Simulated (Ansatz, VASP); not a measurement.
# Mg3CdTe4 in VASP and in Ansatz

```
Mg Cd Te
1.0
     4.63180    0.00000    0.00000
     0.00000    4.63180    0.00000
     0.00000    0.00000   13.01950
Mg Cd Te
3 1 4
Cartesian
  2.3159 2.3159 3.2831
  0.0000 0.0000 6.5097
  2.3159 2.3159 9.7364
  0.0000 0.0000 0.0000
  2.3159 0.0000 4.8963
  0.0000 2.3159 8.1232
  2.3159 0.0000 11.3392
  0.0000 2.3159 1.6803
```

Alike in both runs: functional PBE; k mesh 6 × 6 × 2; occupations gaussian, width 0.02 eV; no spin polarisation.

Ansatz relaxed the structure, and its values are those at the end. VASP's run is a single point on that final structure, the one shown.

|  | VASP | Ansatz |
| --- | --- | --- |
| version | VASP 6.6.1 | Ansatz 0.2.0 |
| potentials or method | VASP PAW PBE potentials, release 64 (Mg, Cd, Te), cutoff 520 eV | scalar-relativistic, plane waves, PAW |
| valence electrons in the cell | 42 | 114 |

VASP gave:

| Item | Value |
| --- | --- |
| gap on the k mesh at the Fermi level (eV) | 1.77 |
| least direct gap on the mesh (eV) | 1.77 |
| pressure (GPa) | 0.0 |
| rms of the force components (eV/Å) | 0.005 |

Task: Which values does Ansatz return?

Result: gap on the k mesh at the Fermi level (eV): 1.78; least direct gap on the mesh (eV): 1.78; pressure (GPa): 0.0; rms of the force components (eV/Å): 0.001.

VASP's potentials hold 42 valence electrons a cell and Ansatz's 114, so a difference there can come from the potentials and not from the codes.

Spin-orbit coupling is off throughout.
